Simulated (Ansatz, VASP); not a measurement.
**Two plane-wave programs on BaBeC5**

```xyz
7
Lattice="3.8845 0.0000 0.0000 0.0000 3.8845 0.0000 0.0000 0.0000 6.8169" Properties=species:S:1:pos:R:3 pbc="T T T"
Ba    0.0000    0.0000    3.4084
Be    1.9423    1.9423    0.0000
C     0.0000    1.9423    1.9936
C     0.0000    1.9423    4.8233
C     1.9423    0.0000    1.9936
C     1.9423    0.0000    4.8233
C     0.0000    0.0000    0.0000
```

Change from the starting cell: species swapped into the ZnPPd5 type (P4/mmm, No. 123).

Alike in both runs: task single point; functional PBE; k mesh 4 × 4 × 4; occupations gaussian, width 0.1 eV; no spin polarisation.

|  | VASP | Ansatz |
| --- | --- | --- |
| version | VASP 6.6.1 | Ansatz 0.2.0 |
| potentials or method | VASP PAW PBE potentials, release 64 (Ba_sv, Be, C_h), cutoff 1300 eV | scalar-relativistic, plane waves, PAW |
| valence electrons in the cell | 32 | 32 |

```csv
,VASP,Ansatz,Ansatz less VASP
gap on the k mesh at the Fermi level (eV),none,none,-
pressure (GPa),-1.2,-4.4,-3.12
"traceless stress, the component that is largest in VASP (GPa)",-0.53,-0.54,-0.005
rms of the force components (eV/Å),1.432,1.276,-0.1559
```

Atom by atom the forces differ by 0.156 eV/Å (rms over components). A gap of «none» marks a metal or a gap that the smearing closes.

The k mesh is coarse, so the values compare programs but aren't converged. Neither program's run includes spin-orbit coupling.
